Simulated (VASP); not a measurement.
# Be3Se2S in VASP: further runs, part 2 of 2

VASP 6.6.1. Earlier steps stand in the parts before.

### Step 4. Single point, PBE

The input, INCAR:

```
  ALGO = Normal
  EDIFF = 1E-6
  ENCUT = 520
  GGA = PE
  ISIF = 2
  ISMEAR = 0
  LASPH = T
  LCHARG = F
  LREAL = F
  LWAVE = F
  NBANDS = 36
  NELM = 100
  PREC = Accurate
  SIGMA = 0.1
```

The input, KPOINTS:

```
k-points
0
Gamma
  4 4 4
```

The input, POSCAR:

```
Be3Se2S
1.0
   -3.5913632857      3.5898590627     -0.0007243416
    3.5916373708      3.5901377457     -0.0009871753
    1.7959388003     -1.7930529588     -7.6066201048
Be Se S
6 4 2
Direct
    0.9997797617      0.2498837745      0.4999731188
    0.4998171424      0.7501885761      0.4999653113
    0.6728227272      0.2500057111      0.8455078663
    0.1726553946      0.7501056537      0.8454299885
    0.3274542653      0.2499594245      0.1546124172
    0.8272981727      0.7496481235      0.1545447057
    0.8360860253      0.5001345286      0.6723430526
    0.3361406406      1.0001737552      0.6723807093
    0.1638601385      0.4998968348      0.3276675858
    0.6638469879      0.9998456381      0.3275239916
    1.0001166475      0.0000632501      1.0000297671
    0.5001220966      0.5000947299      1.0000214857
```

Launch:

```sh
$ cat potpaw_PBE.64/Be/POTCAR potpaw_PBE.64/Se/POTCAR potpaw_PBE.64/S/POTCAR > POTCAR
$ mpirun -np 1 vasp_std > vasp.out
```

Run time: 3.3 min. Hardware: 1 thread of Intel Xeon Platinum 8488C (Sapphire Rapids), shared host; peak memory 0.41 GiB.

The run converged. Its results:

| Quantity | Value |
| --- | --- |
| Free energy | -55.2994 eV |
| Pressure | 0.2 GPa |
| Largest force | 0.019 eV/Å |
| Band gap on the k mesh | 2.71 eV |

Forces in eV/Å, atoms in the order of the input:
```
Be   0.002  0.004 -0.003
Be  -0.004 -0.003 -0.004
Be   0.002  0.000 -0.016
Be  -0.003 -0.001 -0.018
Be   0.003 -0.001  0.019
Be   0.004  0.009  0.017
Se  -0.003  0.001  0.014
Se  -0.003  0.000  0.013
Se   0.000  0.001 -0.010
Se   0.002  0.001 -0.015
S    0.000 -0.004  0.000
S    0.001 -0.008  0.005
```

Levels at points of the mesh, in eV from the valence-band top:
```tsv
k point	band 20	band 21	band 22	band 23	band 24	band 25	band 26	band 27	band 28	band 29
(0.00, 0.00, 0.00)	-1.90	-1.89	-0.10	0.00	0.00	2.72	3.19	3.48	4.36	4.64
(0.50, 0.00, 0.00)	-1.90	-1.38	-1.38	-1.18	-1.18	4.39	4.39	5.22	5.22	5.70
(0.00, 0.50, 0.00)	-1.82	-1.66	-1.66	-1.56	-1.56	3.89	3.89	5.10	5.10	5.27
(0.50, 0.50, 0.00)	-1.12	-0.84	-0.84	-0.78	-0.78	4.48	4.49	5.04	5.05	5.45
(0.00, 0.00, 0.50)	-1.68	-1.18	-1.18	-0.70	-0.70	2.71	2.72	4.17	4.36	4.40
(0.50, 0.00, 0.50)	-1.90	-1.39	-1.38	-1.18	-1.18	4.38	4.38	5.23	5.23	5.70
(0.00, 0.50, 0.50)	-2.35	-1.13	-1.13	-1.05	-1.05	5.59	5.59	5.59	5.60	5.96
(0.50, 0.50, 0.50)	-1.12	-0.84	-0.84	-0.78	-0.78	4.49	4.49	5.04	5.05	5.44
```

A k mesh can miss the band edges.

### Step 5. Relaxation of cell and atoms, PBE

This run uses another cell than the first one: it holds 6 atoms, not 12.

The input, INCAR:

```
ALGO     = Normal         # electronic algorithm
EDIFF    = 1E-6           # SCF threshold, eV
EDIFFG   = -0.01          # ionic threshold
ENCUT    = 600            # plane-wave cutoff, eV
GGA      = PE             # functional
IBRION   = 2              # ionic algorithm
ISIF     = 3              # what is computed and relaxed
ISMEAR   = 0              # smearing method
LASPH    = T              # aspherical terms in the spheres
LCHARG   = F              # write CHGCAR
LREAL    = F              # projectors in reciprocal space
LWAVE    = F              # write WAVECAR
NELM     = 100            # most SCF steps
NSW      = 100            # ionic steps
PREC     = Accurate       # precision mode
SIGMA    = 0.02           # smearing width, eV
```

The input, KPOINTS:

```
k-points
0
Gamma
  10 10 10
```

The input, POSCAR:

```
Be3Se2S
1.0
   -1.7973163449      1.7973163449      7.6042250473
    1.7973163449     -1.7973163449      7.6042250473
    1.7973163449      1.7973163449     -7.6042250473
Be Se S
3 2 1
Direct
    0.7500000000      0.2500000000      0.5000000000
    0.0772937045      0.5772937045      0.5000000000
    0.4227062955      0.9227062955      0.5000000000
    0.6637908796      0.6637908796      0.0000000000
    0.3362091204      0.3362091204      0.0000000000
    0.0000000000      0.0000000000      0.0000000000
```

Potentials or basis: VASP PAW PBE potentials, release 64 (Be, Se, S).

Launch:

```sh
$ cat potpaw_PBE.64/Be/POTCAR potpaw_PBE.64/Se/POTCAR potpaw_PBE.64/S/POTCAR > POTCAR
$ mpirun -np 1 vasp_std > vasp.out
```

OUTCAR:

```text
EDIFF = 1E-6
   EDIFFG = -0.01
   ENCUT = 600
   GGA = PE
   IBRION = 2
   ISIF = 3
   ISMEAR = 0
   LASPH = T
   LREAL = F
   NELM = 100
   NSW = 100
   PREC = Accurate

 ion  position               nearest neighbor table
   1  0.750  0.250  0.500-   5 2.22   4 2.22   5 2.22   4 2.22
   2  0.077  0.577  0.500-   6 2.15   6 2.15   4 2.23   4 2.23
   3  0.423  0.923  0.500-   6 2.15   6 2.15   5 2.23   5 2.23
   4  0.664  0.664  0.000-   1 2.22   1 2.22   2 2.23   2 2.23
   5  0.336  0.336  0.000-   1 2.22   1 2.22   3 2.23   3 2.23
   6  0.000  0.000  0.000-   2 2.15   3 2.15   2 2.15   3 2.15

  LATTYP: Found a body centered tetragonal cell.
 ALAT       =     3.5946326898
 C/A-ratio  =     4.2308773683

  Lattice vectors:

 A1 = (  -1.7973163449,   1.7973163449,   7.6042250473)
 A2 = (   1.7973163449,  -1.7973163449,   7.6042250473)
 A3 = (   1.7973163449,   1.7973163449,  -7.6042250473)

Analysis of symmetry for initial positions (statically):
=====================================================================
 Subroutine PRICEL returns:
 Original cell was already a primitive cell.

 Routine SETGRP: Setting up the symmetry group for a
[... 238 lines left out ...]
      3      -8.9381      2.00000
      4      -0.4823      2.00000
      5      -0.4774      2.00000
      6       0.8712      2.00000
[... 433 lines left out ...]
      3      -8.3905      2.00000
      4      -1.3766      2.00000
      5      -1.1926      2.00000
      6      -0.9448      2.00000
[... 8 lines left out ...]
     15       9.3129      0.00000
     16       9.5170      0.00000

 [... further k-points ...]

------------------------ aborting loop because EDIFF is reached ----------------------------------------

  FORCE on cell =-STRESS in cart. coord.  units (eV):
  Direction    XX          YY          ZZ          XY          YZ          ZX
  --------------------------------------------------------------------------------------
  -------------------------------------------------------------------------------------
  Total       -0.0245191     -0.0245191      0.0339747      0.0000000      0.0000000      0.0000000
  in kB       -0.3994281     -0.3994281      0.5534653      0.0000000      0.0000000      0.0000000
  external PRESSURE =      -0.0817970 kB  Pullay stress =       0.0000000 kB

 VOLUME and BASIS-vectors are now :
 -----------------------------------------------------------------------------
  energy-cutoff  :      600.00
  volume of cell :       98.35
      direct lattice vectors                 reciprocal lattice vectors
    -1.797399176  1.797399176  7.610746223     0.000000000  0.278179720  0.065696580
     1.797399176 -1.797399176  7.610746223     0.278179720  0.000000000  0.065696580
     1.797399176  1.797399176 -7.610746223     0.278179720  0.278179720  0.000000000

 POSITION                                       TOTAL-FORCE (eV/Angst)
 -----------------------------------------------------------------------------------
     -0.00000      1.79740      3.80537        -0.000000      0.000000      0.000000
      1.79740      0.00000      1.17546         0.000000      0.000000     -0.004627
      1.79740      0.00000      6.43528         0.000000      0.000000      0.004627
      1.79740      1.79740      2.49396         0.000000     -0.000000      0.001071
      0.00000      0.00000      5.11678         0.000000     -0.000000     -0.001071
      0.00000      0.00000     15.22149        -0.000000      0.000000      0.000000
 -----------------------------------------------------------------------------------
    total drift:                                0.000000     -0.000000      0.000000

  FREE ENERGIE OF THE ION-ELECTRON SYSTEM (eV)
  ---------------------------------------------------
  free  energy   TOTEN  =       -27.6506016043 eV

  energy  without entropy=      -27.6506016043  energy(sigma->0) =      -27.65060160

 reached required accuracy - stopping structural energy minimisation
```

CONTCAR:

```text
Be3Se2S
   1.00000000000000
    -1.7973991763129054    1.7973991763129054    7.6107462232147487
     1.7973991763129054   -1.7973991763129054    7.6107462232147487
     1.7973991763129054    1.7973991763129054   -7.6107462232147487
  Be              Se              S
     3     2     1
Direct
     0.7500000000000000    0.2500000000000000    0.5000000000000000
     0.0772238031544161    0.5772238031544161    0.5000000000000000
     0.4227761968455839    0.9227761968455839    0.5000000000000000
     0.6638448379167688    0.6638448379167688    1.0000000000000000
     0.3361551620832312    0.3361551620832312    0.0000000000000000
     1.0000000000000000    1.0000000000000000    0.0000000000000000

  0.00000000E+00  0.00000000E+00  0.00000000E+00
  0.00000000E+00  0.00000000E+00  0.00000000E+00
  0.00000000E+00  0.00000000E+00  0.00000000E+00
  0.00000000E+00  0.00000000E+00  0.00000000E+00
  0.00000000E+00  0.00000000E+00  0.00000000E+00
  0.00000000E+00  0.00000000E+00  0.00000000E+00
```

It took 7.6 min on 1 thread of Intel Xeon 6975P-C (Granite Rapids), shared host; peak memory 0.74 GiB.

Results:

| Quantity | Value |
| --- | --- |
| Free energy | -27.6506 eV |
| Relaxed volume | 16.39 Å³/atom |
| Relaxed cell | a = 8.024 Å, b = 8.024 Å, c = 8.024 Å, α = 154.11°, β = 154.11°, γ = 36.94° |
| Space group after relaxing (to 0.1 Å) | I-4m2 (No. 119) |
| Energy gained by relaxing | 0.0 meV/atom |
| Ionic steps | 2 |
| Pressure after relaxing | 0.0 GPa |
| Largest force after relaxing | 0.005 eV/Å |
| Band gap on the k mesh | 2.72 eV (least direct gap 3.13 eV) |

Forces on the atoms (eV/Å):
```
Be   0.000  0.000  0.000
Be   0.000  0.000 -0.005
Be   0.000  0.000  0.005
Se   0.000  0.000  0.001
Se   0.000  0.000 -0.001
S    0.000  0.000  0.000
```

Final structure:
```yaml
crystal:
  lattice:
    - [-1.79740, 1.79740, 7.61075]
    - [1.79740, -1.79740, 7.61075]
    - [1.79740, 1.79740, -7.61075]
  atoms:
    - { symbol: Be, position: [0.75000, 0.25000, 0.50000] }
    - { symbol: Be, position: [0.07722, 0.57722, 0.50000] }
    - { symbol: Be, position: [0.42278, 0.92278, 0.50000] }
    - { symbol: Se, position: [0.66384, 0.66384, 0.00000] }
    - { symbol: Se, position: [0.33616, 0.33616, 0.00000] }
    - { symbol: S, position: [0.00000, 0.00000, 0.00000] }
```

A k mesh can miss the band edges.

### Step 6. Overview

```csv
task,cell,k mesh,cutoff (eV),smearing,gap on the mesh (eV),pressure (GPa),largest force (eV/Å)
single point,"a = 5.079, b = 5.079, c = 8.024 Å, angles 90.0, 108.4, 90.0°, 12 atoms, atomic positions A",4 × 4 × 4,520,gaussian 0.1 eV,2.72,0.1,0.01
single point,"a = 8.024 Å, angles 154.1, 154.1, 36.9°, 6 atoms, atomic positions B",10 × 10 × 10,520,gaussian 0.02 eV,2.72,0.1,0.01
single point,"a = 5.078, b = 5.078, c = 8.019 Å, angles 90.0, 108.4, 90.0°, 12 atoms, atomic positions A",4 × 4 × 4,520,gaussian 0.1 eV,2.71,0.2,0.02
relaxation of cell and atoms,"relaxed from a = 8.018 Å, angles 154.1, 154.1, 37.0°, 6 atoms, atomic positions B",10 × 10 × 10,600,gaussian 0.02 eV,2.72,0.0,-
```

Alike in all rows: level PBE; potentials or basis VASP PAW PBE potentials, release 64 (Be, Se, S); no spin polarisation.

Total energies depend on the potentials used, so only differences within one code and one set of settings carry meaning.
